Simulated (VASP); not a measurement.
Here is a VASP 6.6.1 calculation.

The input INCAR:

```
SYSTEM = Ru
PREC = Accurate
ENCUT = 520
EDIFF = 1E-6
ISMEAR = 0
SIGMA = 0.15
LREAL = .FALSE.
LASPH = .TRUE.
NELM = 60
ALGO = Fast
ISIF = 2
LWAVE = .FALSE.
LCHARG = .FALSE.
GGA = PE
NBANDS = 13
```

The input KPOINTS:

```
Automatic mesh
0
G
  20 20 20
  0 0 0
```

POSCAR

```
Ru
1.0
   -0.0333389707      1.9122281044      1.9122281044
    1.9122281044     -0.0333389707      1.9122281044
    1.9122281044      1.9122281044     -0.0333389707
Ru
1
Direct
    0.0000000000      0.0000000000      0.0000000000
```

Potentials or basis: VASP PAW PBE potentials, release 64 (Ru_pv).

Launch:

```sh
$ cat potpaw_PBE.64/Ru_pv/POTCAR > POTCAR
$ mpirun -np 1 vasp_std > vasp.out
```

Task: Predict the band gap on the k mesh.

Result: Zero (band 7 reaches 13.82 eV, above the bottom of band 8 at 10.65 eV).

Task: Estimate the pressure.

Result: -10.1 GPa.

Stress tensor (GPa, compression positive):
```
-10.15   3.72   3.72
  3.72 -10.15   3.72
  3.72   3.72 -10.15
```
